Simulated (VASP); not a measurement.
# Te (P1) in VASP: electric field gradients with LDA

Aim: the electric field gradients of Te with LDA.

Program: VASP 6.6.1. These are calculated values, not measurements. Logs are shortened: lines on timing, memory, paths and dates and some standing lists are left out, and cuts for length are marked.

### Step 1. The cell of the first run

The typed cell holds 3 atoms: a = 4.458 Å, b = 4.439 Å, c = 5.925 Å, α = 89.79°, β = 89.43°, γ = 119.57°.

### Step 2. Electric field gradients, LDA (equal xy, yz and zx shear strains of +1 %)

Contents of INCAR:

```
SYSTEM = Te
PREC = Accurate
ENCUT = 520
EDIFF = 1E-8
ISMEAR = -1
SIGMA = 0.08
LREAL = .False.
LASPH = .True.
NELM = 80
ALGO = Normal
ISIF = 2
LWAVE = .False.
LCHARG = .False.
GGA = CA
LEFG = .True.
NBANDS = 16
```

Contents of KPOINTS:

```
regular mesh
0
Gamma
  9 9 6
  0 0 0
```

Contents of POSCAR:

```
Te
1.0
    4.4579994587      0.0222899973      0.0222899973
   -2.2096960255      3.8495957826      0.0081587053
    0.0296250000      0.0296250000      5.9250000000
Te
3
Direct
    0.7450000000      0.0000000000      0.3333333333
    0.0000000000      0.7450000000      0.6666666667
    0.2550000000      0.2550000000      0.0000000000
```

Potentials or basis: VASP PAW LDA potentials, release 64 (Te).

Run with:

```
cat potpaw_LDA.64/Te/POTCAR > POTCAR
mpirun -np 1 vasp_std > vasp.out
```

OUTCAR:

```text
SYSTEM = Te
   PREC = Accurate
   ENCUT = 520
   EDIFF = 1E-8
   ISMEAR = -1
   LREAL = .False.
   LASPH = .True.
   NELM = 80
   ISIF = 2
   GGA = CA

 ion  position               nearest neighbor table
   1  0.745  0.000  0.333-   3 2.78   2 2.79   2 3.51   3 3.53   2 3.54   3 3.55
   2  0.000  0.745  0.667-   1 2.79   3 2.80   1 3.51   3 3.52   3 3.52   1 3.54
   3  0.255  0.255  0.000-   1 2.78   2 2.80   2 3.52   2 3.52   1 3.53   1 3.55

  LATTYP: Found a triclinic cell.
 ALAT       =     4.4774205681
 B/A-ratio  =     2.1632502392
 C/A-ratio  =     0.9956873248
 COS(alpha) =     0.0018593521
 COS(beta)  =     0.5064876926
 COS(gamma) =     0.6830709212

  Lattice vectors:

 A1 = (  -2.2483034332,  -3.8718857799,  -0.0304487026)
 A2 = (  -0.0089824077,  -7.6918565625,   5.8863925921)
 A3 = (  -4.4579994587,  -0.0222899973,  -0.0222899973)

Analysis of symmetry for initial positions (statically):
=====================================================================
 Subroutine PRICEL returns:
 Original cell was already a primitive cell.

 Routine SETGRP: Setting up the symmetry group for a
 triclinic supercell.

 Subroutine GETGRP returns: Found  1 space group operations
 (whereof  1 operations were pure point group operations)
 out of a pool of  2 trial point group operations.

The static configuration has the point symmetry C_1 .

Analysis of symmetry for dynamics (positions and initial velocities):
=====================================================================
 Subroutine PRICEL returns:
 Original cell was already a primitive cell.

 Routine SETGRP: Setting up the symmetry group for a
 triclinic supercell.

 Subroutine GETGRP returns: Found  1 space group operations
 (whereof  1 operations were pure point group operations)
 out of a pool of  2 trial point group operations.

The dynamic configuration has the point symmetry C_1 .

 Subroutine INISYM returns: Found  1 space group operations
 (whereof  1 operations are pure point group operations),
 and found     1 'primitive' translations

----------------------------------------------------------------------------------------

                                     Primitive cell

  volume of cell :     101.9686

  direct lattice vectors                    reciprocal lattice vectors
     4.457999459  0.022289997  0.022289997     0.223682670  0.128399213 -0.001760409
    -2.209696025  3.849595783  0.008158705    -0.001288709  0.259030536 -0.001288709
     0.029625000  0.029625000  5.925000000    -0.000839725 -0.000839725  0.168784769

  length of vectors
     4.458110907  4.438717245  5.925148123     0.257921294  0.259036947  0.168788946

  position of ions in fractional coordinates (direct lattice)
     0.745000000  0.000000000  0.333333333
     1.000000000  0.745000000  0.666666667
     0.255000000  0.255000000  0.000000000

  ion indices of the primitive-cell ions
   primitive index   ion index
                 1           1
                 2           2
                 3           3

----------------------------------------------------------------------------------------

 KPOINTS: regular mesh

Automatic generation of k-mesh.
 Grid dimensions read from file:
 generate k-points for:    9    9    6

 Generating k-lattice:

  Cartesian coordinates                     Fractional coordinates (reciprocal lattice)
     0.024853630  0.014266579 -0.000195601     0.111111111 -0.000000000  0.000000000
    -0.000143190  0.028781171 -0.000143190     0.000000000  0.111111111  0.000000000
    -0.000139954 -0.000139954  0.028130795     0.000000000 -0.000000000  0.166666667

  Length of vectors
     0.028657922  0.028781883  0.028131491

  Shift w.r.t. Gamma in fractional coordinates (k-lattice)
     0.000000000  0.000000000  0.000000000

 Subroutine IBZKPT returns following result:
 ===========================================

 Found    244 irreducible k-points:

 Following reciprocal coordinates:
            Coordinates               Weight
  0.000000  0.000000  0.000000      1.000000
  0.111111  0.000000 -0.000000      2.000000
  0.222222  0.000000 -0.000000      2.000000
  0.333333 -0.000000 -0.000000      2.000000
  0.444444  0.000000 -0.000000      2.000000
 -0.000000  0.111111 -0.000000      2.000000
[... 16 lines left out ...]
 -0.111111  0.222222  0.000000      2.000000
 -0.000000  0.333333 -0.000000      2.000000
 [... further k-points ...]
   k-points           NKPTS =    244   k-points in BZ     NKDIM =    244   number of bands    NBANDS=     16
   number of dos      NEDOS =    301   number of ions     NIONS =      3
   total plane-waves  NPLWV =  62208
   dimension x,y,z NGX =    36 NGY =   36 NGZ =   48
   dimension x,y,z NGXF=    72 NGYF=   72 NGZF=   96
   ions per type =               3
   NGX,Y,Z   is equivalent  to a cutoff of  13.42, 13.48, 13.47 a.u.
   NGXF,Y,Z  is equivalent  to a cutoff of  26.85, 26.97, 26.94 a.u.
 SYSTEM =  Te
   PREC   = accura    normal or accurate (medium, high low for compatibility)
   ISTART =      0    job   : 0-new  1-cont  2-samecut
   ICHARG =      2    charge: 1-file 2-atom 10-const
   ISPIN  =      1    spin polarized calculation?
   LNONCOLLINEAR =      F non collinear calculations
   LSORBIT =      F    spin-orbit coupling
   LASPH  =      T    aspherical Exc in radial PAW
   ENCUT  =  520.0 eV  38.22 Ry    6.18 a.u.   8.29  8.25 11.02*2*pi/ulx,y,z
   NELM   =     80;   NELMIN=  2; NELMDL= -5     # of ELM steps
   EDIFF  = 0.1E-07   stopping-criterion for ELM
   LREAL  =      F    real-space projection
   EDIFFG = 0.1E-06   stopping-criterion for IOM
   NSW    =      0    number of steps for IOM
   IBRION =     -1    ionic relax: 0-MD 1-quasi-New 2-CG
   NFREE  =      0    steps in history (QN), initial steepest desc. (CG)
   ISIF   =      2    stress and relaxation
   ISYM   =      2    0-nonsym 1-usesym 2-fastsym
   POTIM  = 0.5000    time-step for ionic-motion
   TEBEG  =    0.0;   TEEND  =   0.0 temperature during run
   PSTRESS=    0.0 pullay stress
   NELECT =      18.0000    total number of electrons
   NUPDOWN=      -1.0000    fix difference up-down
   EMIN   =  10.00;   EMAX   =-10.00  energy-range for DOS
   EFERMI =   0.00;   METHOD = LEGACY
   ISMEAR =    -1;   SIGMA  =   0.08  broadening in eV -4-tet -1-fermi 0-gaus
   EFERMI_NEDOS =   21; number of points for ismear=-14 and -15
   IALGO  =     38    algorithm
   IMIX   =      4    mixing-type and parameters
     AMIX     =   0.40;   BMIX     =  1.00
     AMIX_MAG =   1.60;   BMIX_MAG =  1.00
  volume/ion in A,a.u.               =      33.99       229.37
  Fermi-wavevector in a.u.,A,eV,Ry     =   0.918354  1.735438 11.474802  0.843374
  Thomas-Fermi vector in A             =   2.043426
   LORBIT       =      0    0 simple, 1 ext, 2 COOP (PROOUT), +10 PAW based schemes
   GGA     = CA    functional components
   LHFCALC =     F    Hartree Fock is set to
   AEXX    =    0.0000 exact exchange contribution
   IVDW    =     0    specifies the selected vdW correction
   LEPSILON=     F    determine dielectric tensor
   LRPA    =     F    only Hartree local field effects (RPA)
 non-spin polarized calculation
  energy-cutoff  :      520.00
  volume of cell :      101.97
 maximum number of plane-waves:      2777
 NGX is ok and might be reduce to    36
   NGX = 17   NGY = 17   NGZ = 23

 number of electron      17.9999999 magnetization

 Free energy of the ion-electron system (eV)
  ---------------------------------------------------
  ext. energy  EPLUGINS =         0.00000000
  ---------------------------------------------------
  free energy    TOTEN  =       -11.29175804 eV

  energy without entropy =      -11.28939690  energy(sigma->0) =      -11.29057747

 E-fermi :   5.8739     XC(G=0):  -9.2777

 val. band max:        5.8324629191   @ k =   0.3333   0.3333   0.5000
 cond. band min:       6.3443410044   @ k =  -0.0000  -0.0000   0.5000
 fundamental gap:      0.5118780853
 Fermi energy:         5.8739081641

 k-point     1 :       0.0000    0.0000    0.0000
  band No.  band energies     occupation
      1      -8.0211      2.00000
      2      -4.6428      2.00000
      3      -4.6119      2.00000
      4       2.6264      2.00000
      5       2.8780      2.00000
      6       2.8854      2.00000
[... 8 lines left out ...]
     15      11.4156      0.00000
     16      12.0988      0.00000

 k-point     2 :       0.1111    0.0000   -0.0000
  band No.  band energies     occupation
      1      -7.9442      2.00000
      2      -4.6445      2.00000
      3      -4.6087      2.00000
      4       1.9847      2.00000
      5       2.4986      2.00000
      6       2.8317      2.00000
[... 8 lines left out ...]
     15      11.7233      0.00000
     16      12.0226      0.00000

 k-point     3 :       0.2222    0.0000   -0.0000
  band No.  band energies     occupation
      1      -7.7268      2.00000
      2      -4.7342      2.00000
      3      -4.5545      2.00000
      4       1.2174      2.00000
      5       1.9439      2.00000
      6       2.5366      2.00000
[... 8 lines left out ...]
     15      12.0608      0.00000
     16      12.4871      0.00000

 k-point     4 :       0.3333   -0.0000   -0.0000
  band No.  band energies     occupation
      1      -7.4206      2.00000
      2      -4.9449      2.00000
      3      -4.4797      2.00000
      4       0.8201      2.00000
      5       1.5105      2.00000
      6       2.2706      2.00000
[... 8 lines left out ...]
     15      12.7879      0.00000
     16      13.3277      0.00000
[... 324 lines left out ...]
 k-point    22 :      -0.2222    0.2222    0.0000
  band No.  band energies     occupation
      1      -7.7222      2.00000
      2      -4.7430      2.00000
      3      -4.5342      2.00000
      4       1.2567      2.00000
      5       1.9568      2.00000
      6       2.4785      2.00000
[... 8 lines left out ...]
     15      11.9925      0.00000
     16      12.5503      0.00000

 k-point    23 :      -0.1111    0.2222    0.0000
  band No.  band energies     occupation
      1      -7.7945      2.00000
      2      -4.7108      2.00000
      3      -4.5508      2.00000
      4       1.5159      2.00000
      5       1.9011      2.00000
      6       2.8066      2.00000
[... 8 lines left out ...]
     15      12.0841      0.00000
     16      12.2554      0.00000

 k-point    24 :      -0.0000    0.3333   -0.0000
  band No.  band energies     occupation
      1      -7.4210      2.00000
      2      -4.9899      2.00000
      3      -4.4089      2.00000
      4       0.8601      2.00000
      5       1.5403      2.00000
      6       2.2264      2.00000
[... 8 lines left out ...]
     15      12.7695      0.00000
     16      13.4285      0.00000

 [... further k-points ...]

------------------------ aborting loop because EDIFF is reached ----------------------------------------

  FORCE on cell =-STRESS in cart. coord.  units (eV):
  Direction    XX          YY          ZZ          XY          YZ          ZX
  --------------------------------------------------------------------------------------
  -------------------------------------------------------------------------------------
  Total       -0.1073250     -0.3929863      0.2052148      0.0297702     -0.3199066     -0.1838293
  in kB       -1.6863389     -6.1747799      3.2244283      0.4677635     -5.0265177     -2.8884093
  external PRESSURE =      -1.5455635 kB  Pullay stress =       0.0000000 kB

 VOLUME and BASIS-vectors are now :
 -----------------------------------------------------------------------------
  energy-cutoff  :      520.00
  volume of cell :      101.97
      direct lattice vectors                 reciprocal lattice vectors
     4.457999459  0.022289997  0.022289997     0.223682670  0.128399213 -0.001760409
    -2.209696025  3.849595783  0.008158705    -0.001288709  0.259030536 -0.001288709
     0.029625000  0.029625000  5.925000000    -0.000839725 -0.000839725  0.168784769

 POSITION                                       TOTAL-FORCE (eV/Angst)
 -----------------------------------------------------------------------------------
      3.33108      0.02648      1.99161        -0.565793     -0.014985      0.051303
     -1.62647      2.88770      3.95608         0.269649     -0.407320      0.050986
      0.57332      0.98733      0.00776         0.296144      0.422305     -0.102289
 -----------------------------------------------------------------------------------
    total drift:                               -0.000024      0.000031     -0.000003

  FREE ENERGIE OF THE ION-ELECTRON SYSTEM (eV)
  ---------------------------------------------------
  free  energy   TOTEN  =       -11.2917580404 eV

  energy  without entropy=      -11.2893968977  energy(sigma->0) =      -11.29057747

 Electric field gradients (V/A^2)
---------------------------------------------------------------------
 ion       V_xx      V_yy      V_zz      V_xy      V_xz      V_yz
---------------------------------------------------------------------
   1     173.714  -403.248   229.534     6.246     3.818  -335.607
   2    -263.501    37.809   225.692  -250.789   306.373   181.303
   3    -260.383    30.701   229.681   254.349  -290.435   176.778
---------------------------------------------------------------------

 Electric field gradients after diagonalization (V/A^2)
 (convention: |V_zz| > |V_xx| > |V_yy|)
----------------------------------------------------------------------
 ion       V_xx      V_yy      V_zz     asymmetry (V_yy - V_xx)/ V_zz
----------------------------------------------------------------------
   1     374.381   173.781  -548.162       0.366
   2     386.002   179.533  -565.535       0.365
   3     377.137   177.996  -555.133       0.359
----------------------------------------------------------------------

           NMR quadrupolar parameters

 Cq : quadrupolar parameter    Cq=e*Q*V_zz/h
 eta: asymmetry parameters     (V_yy - V_xx)/ V_zz
 Q  : nuclear electric quadrupole moment in mb (millibarn)
----------------------------------------------------------------------
 ion       Cq(MHz)       eta       Q (mb)
----------------------------------------------------------------------
   1      -1.325       0.366       1.000
   2      -1.367       0.365       1.000
   3      -1.342       0.359       1.000
----------------------------------------------------------------------
```

Wall time 9.1 min (1 thread of AMD EPYC 7R13, shared host); peak memory 0.39 GiB.

What came out:

- Free energy: -11.2918 eV
- Pressure: -0.2 GPa
- Largest force: 0.568 eV/Å
- Band gap on the k mesh: 0.07 eV
- Largest electric field gradient by atom: Te -548.2, -565.5, -555.1 V/Å²

Forces on the atoms (eV/Å):
```
Te  -0.566 -0.015  0.051
Te   0.270 -0.407  0.051
Te   0.296  0.422 -0.102
```

Levels at points of the mesh, in eV from the valence-band top:
```
           k point  band 6  band 7  band 8  band 9  band 10  band 11  band 12  band 13
(0.00, 0.00, 0.00)   -2.87   -1.65   -1.63   -0.61     0.98     1.11     1.74     4.81
(0.00, 0.00, 0.50)   -2.63   -1.35   -1.12   -1.08     0.59     0.69     0.74     3.99
```

Electric field gradients, principal values (V/Å²):
| atom | least | middle | greatest (by size) |
| --- | --- | --- | --- |
| 1 Te | 173.781 | 374.381 | -548.162 |
| 2 Te | 179.533 | 386.002 | -565.535 |
| 3 Te | 177.996 | 377.137 | -555.133 |

Caveat: the cell differs from its parent crystal (equal xy, yz and zx shear strains of +1 %); the smearing spreads over this small gap; without QUAD_EFG the Cq values of the log hold for a quadrupole moment of 1 mb, not for the nuclei; spin-orbit coupling is left out, which moves the levels of the heavy elements. A k mesh can miss the band edges.

The gap in the log of VASP goes by the Fermi energy; the results here count the filled bands.